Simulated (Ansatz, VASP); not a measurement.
Hf2SiOF2 in VASP and in Ansatz

```
Hf Si O F
1.0
     3.82521    0.00000    0.00000
     0.00000    3.82521    0.00000
     0.00000    0.00000    6.38419
Hf Si O F
2 1 1 2
Direct
  0.50000 0.00000 0.31821
  0.00000 0.50000 0.68179
  0.50000 0.50000 0.00000
  0.00000 0.00000 0.00000
  0.50000 0.00000 0.82913
  0.00000 0.50000 0.17087
```

Change from the starting cell: species swapped into the Nd2FeSi2Ru type (P-4m2, No. 115).

Alike in both runs: task relaxation of cell and atoms; functional PBE; k mesh 4 × 4 × 4; occupations gaussian, width 0.1 eV; no spin polarisation.

```csv
,VASP,Ansatz
version,VASP 6.6.1,Ansatz 0.2.0
potentials or method,"VASP PAW PBE potentials, release 64 (Hf_pv, Si, O, F), cutoff 600 eV","scalar-relativistic, plane waves, PAW"
valence electrons in the cell,44,76
```

|  | VASP | Ansatz | Ansatz less VASP |
| --- | --- | --- | --- |
| gap on the k mesh at the Fermi level, each at its own relaxed structure (eV) | none | none | - |
| relaxed volume (Å³/atom) | 19.16 | 13.32 | -5.840 |
| relaxed length of the cell vector where the two differ most in proportion (Å) | 5.307 | 7.849 | +2.5417 |

A gap of «none» marks a metal or a gap that the smearing closes. One of these differences is far larger than is usual between the two programs; its cause wasn't traced. VASP's potentials hold 44 valence electrons a cell and Ansatz's 76, so a difference there can come from the potentials and not from the codes.

The k mesh is coarse, so the values compare programs but aren't converged. Spin-orbit coupling is off throughout. Noted on VASP's run: the volume moved by over 15 % at a fixed basis, so the end points are rough.
